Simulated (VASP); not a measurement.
# ZnS (F-43m) in VASP: notebook

Aim: see how the results for ZnS move with the level of theory and the settings. Levels: PBE, r2SCAN. Tasks: single point.

Everything below comes from runs of VASP 6.6.1. Logs are shortened: lines on timing, memory, paths and dates and some standing lists are left out, and cuts for length are marked.

**What was measured.**

From “Electronic, vibrational, and thermodynamic properties of ZnS (zincblende and rocksalt structure)”, 2009, arxiv:0911.5022, for a bulk crystal of ZnS at 19 K: band gap 3.85 eV (direct).

How close the calculation comes is told below.

**1. The cell of the first run**

The structure is cubic, space group F-43m (No. 216). The conventional cell has a = 5.388 Å, b = 5.388 Å, c = 5.388 Å, α = 90.00°, β = 90.00°, γ = 90.00°. Zn (site symmetry -43m) has 4 S at 2.33 Å within 3.1 Å. S (site symmetry -43m) has 4 Zn at 2.33 Å within 3.1 Å.

**2. Single point, PBE**

The input, INCAR:

```
SYSTEM = ZnS
ALGO = Normal ; EDIFF = 1E-7
ENCUT = 520 ; GGA = PE
ISIF = 2 ; ISMEAR = -1
LASPH = .TRUE. ; LCHARG = .TRUE.
LELF = .TRUE. ; LREAL = .FALSE.
LVHAR = .TRUE. ; LWAVE = .FALSE.
NBANDS = 16 ; NELM = 100
PREC = Accurate ; SIGMA = 0.02
```

The input, KPOINTS:

```
k-points
0
G
  8 8 8
  0 0 0
```

The input, POSCAR:

```
ZnS
1.0
    0.0000000000      2.6940955531      2.6940955531
    2.6940955531      0.0000000000      2.6940955531
    2.6940955531      2.6940955531      0.0000000000
Zn S
1 1
Direct
    0.2500000000      0.2500000000      0.2500000000
    0.0000000000      0.0000000000      0.0000000000
```

Potentials or basis: VASP PAW PBE potentials, release 64 (Zn, S).

On the command line:

```
cat potpaw_PBE.64/Zn/POTCAR potpaw_PBE.64/S/POTCAR > POTCAR
mpirun -np 1 vasp_std > vasp.out
```

OUTCAR:

```text
SYSTEM = ZnS
   EDIFF = 1E-7
   ENCUT = 520
   GGA = PE
   ISIF = 2
   ISMEAR = -1
   LASPH = .TRUE.
   LREAL = .FALSE.
   NELM = 100
   PREC = Accurate

 ion  position               nearest neighbor table
   1  0.250  0.250  0.250-   2 2.33   2 2.33   2 2.33   2 2.33
   2  0.000  0.000  0.000-   1 2.33   1 2.33   1 2.33   1 2.33

  LATTYP: Found a face centered cubic cell.
 ALAT       =     5.3881911062

  Lattice vectors:

 A1 = (   0.0000000000,   2.6940955531,   2.6940955531)
 A2 = (   2.6940955531,   0.0000000000,   2.6940955531)
 A3 = (   2.6940955531,   2.6940955531,   0.0000000000)

Analysis of symmetry for initial positions (statically):
=====================================================================
 Subroutine PRICEL returns:
 Original cell was already a primitive cell.

 Routine SETGRP: Setting up the symmetry group for a
 face centered cubic supercell.

 Subroutine GETGRP returns: Found 24 space group operations
 (whereof 24 operations were pure point group operations)
 out of a pool of 48 trial point group operations.

The static configuration has the point symmetry T_d .

Analysis of symmetry for dynamics (positions and initial velocities):
=====================================================================
 Subroutine PRICEL returns:
 Original cell was already a primitive cell.

 Routine SETGRP: Setting up the symmetry group for a
 face centered cubic supercell.

 Subroutine GETGRP returns: Found 24 space group operations
 (whereof 24 operations were pure point group operations)
 out of a pool of 48 trial point group operations.

The dynamic configuration has the point symmetry T_d .

 Subroutine INISYM returns: Found 24 space group operations
 (whereof 24 operations are pure point group operations),
 and found     1 'primitive' translations

----------------------------------------------------------------------------------------

                                     Primitive cell

  volume of cell :      39.1083

  direct lattice vectors                    reciprocal lattice vectors
     0.000000000  2.694095553  2.694095553    -0.185591042  0.185591042  0.185591042
     2.694095553  0.000000000  2.694095553     0.185591042 -0.185591042  0.185591042
     2.694095553  2.694095553  0.000000000     0.185591042  0.185591042 -0.185591042

  length of vectors
     3.810026470  3.810026470  3.810026470     0.321453114  0.321453114  0.321453114

  position of ions in fractional coordinates (direct lattice)
     0.250000000  0.250000000  0.250000000
     0.000000000  0.000000000  0.000000000

  ion indices of the primitive-cell ions
   primitive index   ion index
                 1           1
                 2           2

----------------------------------------------------------------------------------------

 KPOINTS: k-points

Automatic generation of k-mesh.
 Grid dimensions read from file:
 generate k-points for:    8    8    8

 Generating k-lattice:

  Cartesian coordinates                     Fractional coordinates (reciprocal lattice)
    -0.023198880  0.023198880  0.023198880     0.125000000  0.000000000  0.000000000
     0.023198880 -0.023198880  0.023198880     0.000000000  0.125000000  0.000000000
     0.023198880  0.023198880 -0.023198880     0.000000000  0.000000000  0.125000000

  Length of vectors
     0.040181639  0.040181639  0.040181639

  Shift w.r.t. Gamma in fractional coordinates (k-lattice)
     0.000000000  0.000000000  0.000000000

 Subroutine IBZKPT returns following result:
 ===========================================

 Found     29 irreducible k-points:

 Following reciprocal coordinates:
            Coordinates               Weight
  0.000000  0.000000  0.000000      1.000000
  0.125000  0.000000  0.000000      8.000000
  0.250000  0.000000  0.000000      8.000000
  0.375000  0.000000  0.000000      8.000000
  0.500000  0.000000  0.000000      4.000000
  0.125000  0.125000  0.000000      6.000000
[... 16 lines left out ...]
  0.500000  0.250000  0.125000     48.000000
 -0.375000  0.250000  0.125000     24.000000
 [... further k-points ...]
   k-points           NKPTS =     29   k-points in BZ     NKDIM =     29   number of bands    NBANDS=     16
   number of dos      NEDOS =    301   number of ions     NIONS =      2
   total plane-waves  NPLWV =  21952
   dimension x,y,z NGX =    28 NGY =   28 NGZ =   28
   dimension x,y,z NGXF=    56 NGYF=   56 NGZF=   56
   ions per type =               1   1
   NGX,Y,Z   is equivalent  to a cutoff of  12.22, 12.22, 12.22 a.u.
   NGXF,Y,Z  is equivalent  to a cutoff of  24.43, 24.43, 24.43 a.u.
 SYSTEM =  ZnS
   PREC   = accura    normal or accurate (medium, high low for compatibility)
   ISTART =      0    job   : 0-new  1-cont  2-samecut
   ICHARG =      2    charge: 1-file 2-atom 10-const
   ISPIN  =      1    spin polarized calculation?
   LNONCOLLINEAR =      F non collinear calculations
   LSORBIT =      F    spin-orbit coupling
   LASPH  =      T    aspherical Exc in radial PAW
   ENCUT  =  520.0 eV  38.22 Ry    6.18 a.u.   7.08  7.08  7.08*2*pi/ulx,y,z
   NELM   =    100;   NELMIN=  2; NELMDL= -5     # of ELM steps
   EDIFF  = 0.1E-06   stopping-criterion for ELM
   LREAL  =      F    real-space projection
   EDIFFG = 0.1E-05   stopping-criterion for IOM
   NSW    =      0    number of steps for IOM
   IBRION =     -1    ionic relax: 0-MD 1-quasi-New 2-CG
   NFREE  =      0    steps in history (QN), initial steepest desc. (CG)
   ISIF   =      2    stress and relaxation
   ISYM   =      2    0-nonsym 1-usesym 2-fastsym
   POTIM  = 0.5000    time-step for ionic-motion
   TEBEG  =    0.0;   TEEND  =   0.0 temperature during run
   PSTRESS=    0.0 pullay stress
   NELECT =      18.0000    total number of electrons
   NUPDOWN=      -1.0000    fix difference up-down
   EMIN   =  10.00;   EMAX   =-10.00  energy-range for DOS
   EFERMI =   0.00;   METHOD = LEGACY
   ISMEAR =    -1;   SIGMA  =   0.02  broadening in eV -4-tet -1-fermi 0-gaus
   EFERMI_NEDOS =   21; number of points for ismear=-14 and -15
   IALGO  =     38    algorithm
   IMIX   =      4    mixing-type and parameters
     AMIX     =   0.40;   BMIX     =  1.00
     AMIX_MAG =   1.60;   BMIX_MAG =  1.00
  volume/ion in A,a.u.               =      19.55       131.96
  Fermi-wavevector in a.u.,A,eV,Ry     =   1.263987  2.388589 21.737533  1.597664
  Thomas-Fermi vector in A             =   2.397316
   LORBIT       =      0    0 simple, 1 ext, 2 COOP (PROOUT), +10 PAW based schemes
   GGA     = PE    functional components
   LHFCALC =     F    Hartree Fock is set to
   AEXX    =    0.0000 exact exchange contribution
   IVDW    =     0    specifies the selected vdW correction
   LEPSILON=     F    determine dielectric tensor
   LRPA    =     F    only Hartree local field effects (RPA)
 non-spin polarized calculation
  energy-cutoff  :      520.00
  volume of cell :       39.11
 maximum number of plane-waves:      1067
   NGX = 15   NGY = 15   NGZ = 15

 number of electron      18.0000006 magnetization

 Free energy of the ion-electron system (eV)
  ---------------------------------------------------
  ext. energy  EPLUGINS =         0.00000000
  ---------------------------------------------------
  free energy    TOTEN  =        -6.84248774 eV

  energy without entropy =       -6.84248774  energy(sigma->0) =       -6.84248774

 E-fermi :   2.5941     XC(G=0):  -9.6714

 val. band max:        2.1891937907   @ k =   0.0000   0.0000   0.0000
 cond. band min:       4.3424719280   @ k =   0.0000   0.0000   0.0000
 fundamental gap:      2.1532781373
 Fermi energy:         2.5941359727

 k-point     1 :       0.0000    0.0000    0.0000
  band No.  band energies     occupation
      1     -11.0127      2.00000
      2      -4.1850      2.00000
      3      -4.1850      2.00000
      4      -4.1850      2.00000
      5      -3.6762      2.00000
      6      -3.6762      2.00000
[... 8 lines left out ...]
     15      13.9622      0.00000
     16      14.1101      0.00000

 k-point     2 :       0.1250    0.0000    0.0000
  band No.  band energies     occupation
      1     -10.8942      2.00000
      2      -4.1845      2.00000
      3      -4.1636      2.00000
      4      -4.1635      2.00000
      5      -3.6779      2.00000
      6      -3.6779      2.00000
[... 8 lines left out ...]
     15      13.3667      0.00000
     16      14.8965      0.00000

 k-point     3 :       0.2500    0.0000    0.0000
  band No.  band energies     occupation
      1     -10.5842      2.00000
      2      -4.1388      2.00000
      3      -4.1166      2.00000
      4      -4.1166      2.00000
      5      -3.6746      2.00000
      6      -3.6746      2.00000
[... 8 lines left out ...]
     15      13.1682      0.00000
     16      14.4247      0.00000

 k-point     4 :       0.3750    0.0000    0.0000
  band No.  band energies     occupation
      1     -10.2317      2.00000
      2      -4.0795      2.00000
      3      -4.0795      2.00000
      4      -3.9215      2.00000
      5      -3.6574      2.00000
      6      -3.6574      2.00000
[... 8 lines left out ...]
     15      14.2858      0.00000
     16      14.2858      0.00000
[... 324 lines left out ...]
 k-point    22 :       0.3750    0.2500    0.1250
  band No.  band energies     occupation
      1     -10.3411      2.00000
      2      -4.1648      2.00000
      3      -4.0504      2.00000
      4      -4.0233      2.00000
      5      -3.6993      2.00000
      6      -3.6373      2.00000
[... 8 lines left out ...]
     15      14.9972      0.00000
     16      17.3396      0.00000

 k-point    23 :       0.5000    0.2500    0.1250
  band No.  band energies     occupation
      1     -10.0463      2.00000
      2      -4.0736      2.00000
      3      -4.0193      2.00000
      4      -3.8769      2.00000
      5      -3.6584      2.00000
      6      -3.6029      2.00000
[... 8 lines left out ...]
     15      16.0010      0.00000
     16      16.5456      0.00000

 k-point    24 :      -0.3750    0.2500    0.1250
  band No.  band energies     occupation
      1      -9.9141      2.00000
      2      -4.0564      2.00000
      3      -3.9972      2.00000
      4      -3.7330      2.00000
      5      -3.6637      2.00000
      6      -3.4022      2.00000
[... 8 lines left out ...]
     15      15.6870      0.00000
     16      16.4910      0.00000

 [... further k-points ...]

------------------------ aborting loop because EDIFF is reached ----------------------------------------

  FORCE on cell =-STRESS in cart. coord.  units (eV):
  Direction    XX          YY          ZZ          XY          YZ          ZX
  --------------------------------------------------------------------------------------
  -------------------------------------------------------------------------------------
  Total        0.5986991      0.5986991      0.5986991      0.0000000     -0.0000000      0.0000000
  in kB       24.5273273     24.5273273     24.5273273      0.0000000     -0.0000000      0.0000000
  external PRESSURE =      24.5273273 kB  Pullay stress =       0.0000000 kB

 VOLUME and BASIS-vectors are now :
 -----------------------------------------------------------------------------
  energy-cutoff  :      520.00
  volume of cell :       39.11
      direct lattice vectors                 reciprocal lattice vectors
     0.000000000  2.694095553  2.694095553    -0.185591042  0.185591042  0.185591042
     2.694095553  0.000000000  2.694095553     0.185591042 -0.185591042  0.185591042
     2.694095553  2.694095553  0.000000000     0.185591042  0.185591042 -0.185591042

 POSITION                                       TOTAL-FORCE (eV/Angst)
 -----------------------------------------------------------------------------------
      1.34705      1.34705      1.34705        -0.000000     -0.000000     -0.000000
      0.00000      0.00000      0.00000         0.000000      0.000000      0.000000
 -----------------------------------------------------------------------------------
    total drift:                               -0.000001     -0.000001     -0.000001

  FREE ENERGIE OF THE ION-ELECTRON SYSTEM (eV)
  ---------------------------------------------------
  free  energy   TOTEN  =        -6.8424877407 eV

  energy  without entropy=       -6.8424877407  energy(sigma->0) =       -6.84248774
```

Wall time 21 s (1 thread of Intel Xeon Platinum 8259CL at 2.50GHz (Skylake/Cascade Lake), shared host); peak memory 0.16 GiB.

Results:

```
Free energy            : -6.8425 eV
Pressure               : 2.5 GPa
Band gap on the k mesh : 2.15 eV, direct
```

Levels at points of the mesh, in eV from the valence-band top:
```
           k point  band 6  band 7  band 8  band 9  band 10  band 11  band 12  band 13
(0.00, 0.00, 0.00)   -5.87    0.00    0.00    0.00     2.15     6.39     6.39     6.39
(0.50, 0.00, 0.00)   -5.66   -5.35   -0.88   -0.88     3.33     6.92     6.92     8.91
(0.50, 0.50, 0.00)   -5.65   -4.59   -2.25   -2.25     3.39     4.07    11.04    12.03
```

**3. Single point, r2SCAN**

POSCAR is that of step 2.

The input, INCAR.step1:

```
ALGO = Normal ; EDIFF = 1E-4
ENCUT = 520 ; GGA = PE
ISMEAR = 0 ; LASPH = T
LCHARG = F ; LREAL = F
LWAVE = T ; NBANDS = 16
NELM = 100 ; PREC = Accurate
SIGMA = 0.01
```

The input, INCAR.step2:

```
ALGO = Normal ; EDIFF = 1E-6
ENCUT = 520 ; ISIF = 2
ISMEAR = 0 ; ISTART = 1
LASPH = T ; LCHARG = T
LELF = T ; LMIXTAU = T
LREAL = F ; LVHAR = T
LWAVE = F ; METAGGA = R2SCAN
NBANDS = 16 ; NELM = 100
PREC = Accurate ; SIGMA = 0.01
```

The input, KPOINTS:

```
k-points
0
Gamma
  8 8 8
```

Potentials or basis: VASP PAW PBE potentials, release 64 (Zn, S).

On the command line:

```
cat potpaw_PBE.64/Zn/POTCAR potpaw_PBE.64/S/POTCAR > POTCAR
cp INCAR.step1 INCAR
mpirun -np 1 vasp_std > vasp.out
cp INCAR.step2 INCAR
mpirun -np 1 vasp_std > vasp.out
```

It took 77 s on 1 thread of Intel Xeon Platinum 8259CL at 2.50GHz (Skylake/Cascade Lake), shared host; peak memory 0.17 GiB.

The run converged. Its results:

| Item | Value |
| --- | --- |
| Free energy | -18.8662 eV |
| Pressure | 0.0 GPa |
| Band gap on the k mesh | 2.72 eV, direct |

Levels at points of the mesh, in eV from the valence-band top:
```tsv
k point	band 5	band 6	band 7	band 8	band 9	band 10	band 11	band 12	band 13	band 14
(0.00, 0.00, 0.00)	-5.98	-5.98	0.00	0.00	0.00	2.72	6.90	6.90	6.90	12.31
(0.50, 0.00, 0.00)	-5.95	-5.78	-5.46	-0.90	-0.90	3.83	7.39	7.39	9.45	12.91
(0.50, 0.50, 0.00)	-5.90	-5.76	-4.65	-2.31	-2.31	3.71	4.48	11.83	12.89	12.89
```

Caveat: the PAW data sets were made with another functional, which shifts forces and pressure a little.

**4. Comparison with measurements**

Step 2. A measured gap of ZnS is 3.85 eV (direct; 19 K; quoted in “Electronic, vibrational, and thermodynamic properties of ZnS (zincblende and rocksalt structure)”, 2009, arxiv:0911.5022); the calculated 2.15 eV misses it by -1.70 eV. The value is that of PBE, without temperature or zero-point motion. Semilocal functionals fall short of measured gaps as a rule.

Step 3. A measured gap of ZnS is 3.85 eV (direct; 19 K; quoted in “Electronic, vibrational, and thermodynamic properties of ZnS (zincblende and rocksalt structure)”, 2009, arxiv:0911.5022); the calculated 2.72 eV misses it by -1.13 eV. The value is that of r2SCAN, without temperature or zero-point motion.
